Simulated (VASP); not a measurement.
# MgSi3C3 (an interface model) in VASP: a series of runs, part 2 of 2

VASP 6.6.1.

### Step 3. Single point, PBE

This run uses another cell than the first one, of 12.08 Å³/atom.

Contents of INCAR:

```
SYSTEM = MgSi3C3
ALGO     = Fast           ! electronic algorithm
EDIFF    = 1E-6           ! SCF threshold, eV
ENCUT    = 520            ! plane-wave cutoff, eV
GGA      = PE             ! functional
ISIF     = 2              ! what is computed and relaxed
ISMEAR   = 0              ! smearing method
LASPH    = .TRUE.         ! aspherical terms in the spheres
LCHARG   = .FALSE.        ! write CHGCAR
LREAL    = Auto         
LWAVE    = .FALSE.        ! write WAVECAR
NBANDS   = 72             ! bands
NELM     = 80             ! most SCF steps
PREC     = Accurate       ! precision mode
SIGMA    = 0.1            ! smearing width, eV
```

Contents of KPOINTS:

```
k-points
0
G
  12 12 1
  0 0 0
```

Contents of POSCAR:

```
MgSi3C3
1.0
    3.0950015819      0.0000000000      0.0000000000
   -1.5475007910      2.6803499947      0.0000000000
    0.0000000000      0.0000000000     40.7846433829
Si C Mg
12 12 4
Direct
    0.0000000000      0.0000000000      0.0164886741
    0.6666666667      0.3333333333      0.0790701842
    0.3333333333      0.6666666667      0.1410325334
    0.0000000000      0.0000000000      0.2031058063
    0.3333333333      0.6666666667      0.2652134909
    0.6666666667      0.3333333333      0.3272101069
    0.0000000000      0.0000000000      0.3892758276
    0.6666666667      0.3333333333      0.4513807897
    0.3333333333      0.6666666667      0.5133805820
    0.0000000000      0.0000000000      0.5754567368
    0.3333333333      0.6666666667      0.6376221875
    0.6666666667      0.3333333333      0.6999840531
    0.6666666667      0.3333333333      0.0323189678
    0.3333333333      0.6666666667      0.0943168096
    0.0000000000      0.0000000000      0.1562853739
    0.3333333333      0.6666666667      0.2185149425
    0.6666666667      0.3333333333      0.2805095400
    0.0000000000      0.0000000000      0.3424523805
    0.6666666667      0.3333333333      0.4046786919
    0.3333333333      0.6666666667      0.4666739977
    0.0000000000      0.0000000000      0.5286085358
    0.3333333333      0.6666666667      0.5908003316
    0.6666666667      0.3333333333      0.6526737577
    0.0000000000      0.0000000000      0.7134867953
    0.0000000000      0.0000000000      0.7660181858
    0.3333333333     -0.3333333333      0.8292595818
    0.0000000000      0.0000000000      0.8934821795
    0.3333333333     -0.3333333333      0.9574252779
```

Potentials or basis: VASP PAW PBE potentials, release 64 (Si, C, Mg).

On the command line:

```bash
> cat potpaw_PBE.64/Si/POTCAR potpaw_PBE.64/C/POTCAR potpaw_PBE.64/Mg/POTCAR > POTCAR
> mpirun -np 1 vasp_std > vasp.out
```

OUTCAR:

```text
SYSTEM = MgSi3C3
   EDIFF = 1E-6
   ENCUT = 520
   GGA = PE
   ISIF = 2
   ISMEAR = 0
   LASPH = .TRUE.
   LREAL = Auto
   NELM = 80
   PREC = Accurate

 ion  position               nearest neighbor table
   1  0.000  0.000  0.016-  13 1.90  13 1.90  13 1.90  28 3.00  28 3.00  28 3.00   2 3.12   2 3.12
                             2 3.12
   2  0.667  0.333  0.079-  14 1.89  14 1.89  14 1.89  13 1.91   3 3.10   3 3.10   3 3.10   1 3.12
                             1 3.12   1 3.12
   3  0.333  0.667  0.141-  15 1.89  15 1.89  15 1.89  14 1.91   2 3.10   2 3.10   2 3.10   4 3.10
                             4 3.10   4 3.10
   4  0.000  0.000  0.203-  16 1.89  16 1.89  16 1.89  15 1.91   3 3.10   3 3.10   3 3.10   5 3.10
                             5 3.10   5 3.10
   5  0.333  0.667  0.265-  17 1.89  17 1.89  17 1.89  16 1.90   6 3.10   6 3.10   6 3.10   4 3.10
                             4 3.10   4 3.10
   6  0.667  0.333  0.327-  18 1.89  18 1.89  18 1.89  17 1.90   5 3.10   5 3.10   5 3.10   7 3.10
                             7 3.10   7 3.10
   7  0.000  0.000  0.389-  19 1.89  19 1.89  19 1.89  18 1.91   6 3.10   6 3.10   6 3.10   8 3.10
                             8 3.10   8 3.10
   8  0.667  0.333  0.451-  20 1.89  20 1.89  20 1.89  19 1.90   9 3.10   9 3.10   9 3.10   7 3.10
                             7 3.10   7 3.10
   9  0.333  0.667  0.513-  21 1.89  21 1.89  21 1.89  20 1.90   8 3.10   8 3.10   8 3.10  10 3.10
[... 4 lines left out ...]
                            12 3.11  12 3.11
  12  0.667  0.333  0.700-  24 1.87  24 1.87  24 1.87  23 1.93  11 3.11  11 3.11  11 3.11  25 3.23
                            25 3.23  25 3.23
  13  0.667  0.333  0.032-   1 1.90   1 1.90   1 1.90   2 1.91
  14  0.333  0.667  0.094-   2 1.89   2 1.89   2 1.89   3 1.91
  15  0.000  0.000  0.156-   3 1.89   3 1.89   3 1.89   4 1.91
  16  0.333  0.667  0.219-   4 1.89   4 1.89   4 1.89   5 1.90
  17  0.667  0.333  0.281-   5 1.89   5 1.89   5 1.89   6 1.90
  18  0.000  0.000  0.342-   6 1.89   6 1.89   6 1.89   7 1.91
  19  0.667  0.333  0.405-   7 1.89   7 1.89   7 1.89   8 1.90
  20  0.333  0.667  0.467-   8 1.89   8 1.89   8 1.89   9 1.90
  21  0.000  0.000  0.529-   9 1.89   9 1.89   9 1.89  10 1.91
  22  0.333  0.667  0.591-  10 1.89  10 1.89  10 1.89  11 1.91
  23  0.667  0.333  0.653-  11 1.89  11 1.89  11 1.89  12 1.93
  24  0.000  0.000  0.713-  12 1.87  12 1.87  12 1.87  25 2.14
  25  0.000  0.000  0.766-  24 2.14  26 3.14  26 3.14  26 3.14  12 3.23  12 3.23  12 3.23
  26  0.333  0.667  0.829-  25 3.14  25 3.14  25 3.14  27 3.17  27 3.17  27 3.17
  27  0.000  0.000  0.893-  28 3.16  28 3.16  28 3.16  26 3.17  26 3.17  26 3.17
  28  0.333  0.667  0.957-   1 3.00   1 3.00   1 3.00  27 3.16  27 3.16  27 3.16

  LATTYP: Found a hexagonal cell.
 ALAT       =     3.0950015819
 C/A-ratio  =    13.1775840185

  Lattice vectors:

 A1 = (   3.0950015819,   0.0000000000,   0.0000000000)
 A2 = (  -1.5475007910,   2.6803499947,   0.0000000000)
 A3 = (   0.0000000000,   0.0000000000,  40.7846433829)

Analysis of symmetry for initial positions (statically):
=====================================================================
 Subroutine PRICEL returns:
 Original cell was already a primitive cell.

 Routine SETGRP: Setting up the symmetry group for a
 hexagonal supercell.

 Subroutine GETGRP returns: Found  6 space group operations
 (whereof  6 operations were pure point group operations)
 out of a pool of 24 trial point group operations.

The static configuration has the point symmetry C_3v.

Analysis of symmetry for dynamics (positions and initial velocities):
=====================================================================
 Subroutine PRICEL returns:
 Original cell was already a primitive cell.

[... 139 lines left out ...]
   dimension x,y,z NGXF=    48 NGYF=   48 NGZF=  640
   ions per type =              12  12   4
   NGX,Y,Z   is equivalent  to a cutoff of  12.89, 12.89, 13.04 a.u.
   NGXF,Y,Z  is equivalent  to a cutoff of  25.78, 25.78, 26.09 a.u.
 SYSTEM =  MgSi3C3
   PREC   = accura    normal or accurate (medium, high low for compatibility)
   ISTART =      0    job   : 0-new  1-cont  2-samecut
   ICHARG =      2    charge: 1-file 2-atom 10-const
   ISPIN  =      1    spin polarized calculation?
   LNONCOLLINEAR =      F non collinear calculations
   LSORBIT =      F    spin-orbit coupling
   LASPH  =      T    aspherical Exc in radial PAW
   ENCUT  =  520.0 eV  38.22 Ry    6.18 a.u.   5.75  5.75 75.83*2*pi/ulx,y,z
   NELM   =     80;   NELMIN=  2; NELMDL= -5     # of ELM steps
   EDIFF  = 0.1E-05   stopping-criterion for ELM
   LREAL  =      T    real-space projection
   EDIFFG = 0.1E-04   stopping-criterion for IOM
   NSW    =      0    number of steps for IOM
   IBRION =     -1    ionic relax: 0-MD 1-quasi-New 2-CG
   NFREE  =      0    steps in history (QN), initial steepest desc. (CG)
   ISIF   =      2    stress and relaxation
   ISYM   =      2    0-nonsym 1-usesym 2-fastsym
   POTIM  = 0.5000    time-step for ionic-motion
   TEBEG  =    0.0;   TEEND  =   0.0 temperature during run
   PSTRESS=    0.0 pullay stress
   NELECT =     104.0000    total number of electrons
   NUPDOWN=      -1.0000    fix difference up-down
   EMIN   =  10.00;   EMAX   =-10.00  energy-range for DOS
   EFERMI =   0.00;   METHOD = LEGACY
   ISMEAR =     0;   SIGMA  =   0.10  broadening in eV -4-tet -1-fermi 0-gaus
   EFERMI_NEDOS =   21; number of points for ismear=-14 and -15
   IALGO  =     68    algorithm
   IMIX   =      4    mixing-type and parameters
     AMIX     =   0.40;   BMIX     =  1.00
     AMIX_MAG =   1.60;   BMIX_MAG =  1.00
  volume/ion in A,a.u.               =      12.08        81.54
  Fermi-wavevector in a.u.,A,eV,Ry     =   1.104849  2.087862 16.608514  1.220691
  Thomas-Fermi vector in A             =   2.241328
   LORBIT       =      0    0 simple, 1 ext, 2 COOP (PROOUT), +10 PAW based schemes
   GGA     = PE    functional components
   LHFCALC =     F    Hartree Fock is set to
   AEXX    =    0.0000 exact exchange contribution
   IVDW    =     0    specifies the selected vdW correction
   LEPSILON=     F    determine dielectric tensor
   LRPA    =     F    only Hartree local field effects (RPA)
 non-spin polarized calculation
 RMM-DIIS sequential band-by-band and
 Gauss-broadening in eV      SIGMA  =   0.10
  energy-cutoff  :      520.00
  volume of cell :      338.34
 maximum number of plane-waves:      9164
 NGX is ok and might be reduce to    24
   NGX = 11   NGY = 11   NGZ =151

 number of electron     104.0000002 magnetization

 Free energy of the ion-electron system (eV)
  ---------------------------------------------------
  ext. energy  EPLUGINS =         0.00000000
  ---------------------------------------------------
  free energy    TOTEN  =      -185.28001154 eV

  energy without entropy =     -185.26223532  energy(sigma->0) =     -185.27112343

 E-fermi :   6.9882     XC(G=0): -10.6314

 val. band max:        6.9818181657   @ k =   0.4167   0.1667   0.0000
 cond. band min:       7.0130381115   @ k =   0.3333   0.2500   0.0000
 fundamental gap:      0.0312199458
 Fermi energy:         6.9881763514

 k-point     1 :       0.0000    0.0000    0.0000
  band No.  band energies     occupation
      1      -9.0248      2.00000
      2      -8.7282      2.00000
      3      -8.4907      2.00000
      4      -8.2495      2.00000
      5      -7.9835      2.00000
      6      -7.6689      2.00000
[... 1262 lines left out ...]
     63      10.4742      0.00000
     64      10.9906      0.00000
 [bands above 64 left out]

------------------------ aborting loop because EDIFF is reached ----------------------------------------

  FORCE on cell =-STRESS in cart. coord.  units (eV):
  Direction    XX          YY          ZZ          XY          YZ          ZX
  --------------------------------------------------------------------------------------
  -------------------------------------------------------------------------------------
  Total        2.4923720      2.4923720     -0.1198772     -0.0000000     -0.0000000      0.0000000
  in kB       11.8025103     11.8025103     -0.5676727     -0.0000000     -0.0000000      0.0000000
  external PRESSURE =       7.6791160 kB  Pullay stress =       0.0000000 kB

 VOLUME and BASIS-vectors are now :
 -----------------------------------------------------------------------------
  energy-cutoff  :      520.00
  volume of cell :      338.34
      direct lattice vectors                 reciprocal lattice vectors
     3.095001582  0.000000000  0.000000000     0.323101612  0.186542803  0.000000000
    -1.547500791  2.680349995  0.000000000     0.000000000  0.373085605  0.000000000
     0.000000000  0.000000000 40.784643383     0.000000000  0.000000000  0.024519033

 POSITION                                       TOTAL-FORCE (eV/Angst)
 -----------------------------------------------------------------------------------
      0.00000      0.00000      0.67248        -0.000000      0.000000      0.006937
      1.54750      0.89345      3.22485         0.000000      0.000000      0.003420
     -0.00000      1.78690      5.75196        -0.000000      0.000000      0.005821
      0.00000      0.00000      8.28360        -0.000000      0.000000      0.003035
     -0.00000      1.78690     10.81664        -0.000000      0.000000     -0.002659
      1.54750      0.89345     13.34515         0.000000      0.000000     -0.006645
[... 20 lines left out ...]
      0.00000      0.00000     36.44035         0.000000      0.000000      0.001198
     -0.00000      1.78690     39.04825         0.000000      0.000000      0.001924
 -----------------------------------------------------------------------------------
    total drift:                                0.000000     -0.000000     -0.016916

  FREE ENERGIE OF THE ION-ELECTRON SYSTEM (eV)
  ---------------------------------------------------
  free  energy   TOTEN  =      -185.2800115443 eV

  energy  without entropy=     -185.2622353160  energy(sigma->0) =     -185.27112343
```

Wall time 38 min (1 thread of Intel Xeon 8259CL, shared host); peak memory 0.61 GiB.

Results:

```yaml
Free_energy: -185.2800 eV
Pressure: 0.8 GPa
Largest_force: 0.022 eV/Å
Band_gap_on_the_k_mesh: zero (bands 52 and 53 overlap by 0.43 eV)
```

Forces on the atoms (eV/Å):
```
Si   0.000  0.000  0.007
Si   0.000  0.000  0.003
Si   0.000  0.000  0.006
Si   0.000  0.000  0.003
Si   0.000  0.000 -0.003
Si   0.000  0.000 -0.007
Si   0.000  0.000 -0.002
Si   0.000  0.000 -0.006
Si   0.000  0.000 -0.003
Si   0.000  0.000 -0.006
Si   0.000  0.000  0.002
Si   0.000  0.000  0.013
C    0.000  0.000 -0.021
C    0.000  0.000 -0.017
C    0.000  0.000 -0.001
C    0.000  0.000 -0.002
C    0.000  0.000  0.007
C    0.000  0.000  0.016
C    0.000  0.000  0.005
C    0.000  0.000  0.000
C    0.000  0.000  0.002
C    0.000  0.000  0.006
C    0.000  0.000  0.003
C    0.000  0.000 -0.022
Mg   0.000  0.000  0.011
Mg   0.000  0.000  0.001
Mg   0.000  0.000  0.001
Mg   0.000  0.000  0.002
```

Levels at points of the mesh, in eV from the Fermi level:
| k point | band 50 | band 51 | band 52 | band 53 | band 54 | band 55 |
| --- | --- | --- | --- | --- | --- | --- |
| (0.00, 0.00, 0.00) | -0.32 | -0.05 | -0.05 | 0.38 | 2.38 | 4.37 |
| (0.50, 0.00, 0.00) | -1.26 | -1.16 | -0.94 | -0.34 | 0.26 | 1.14 |
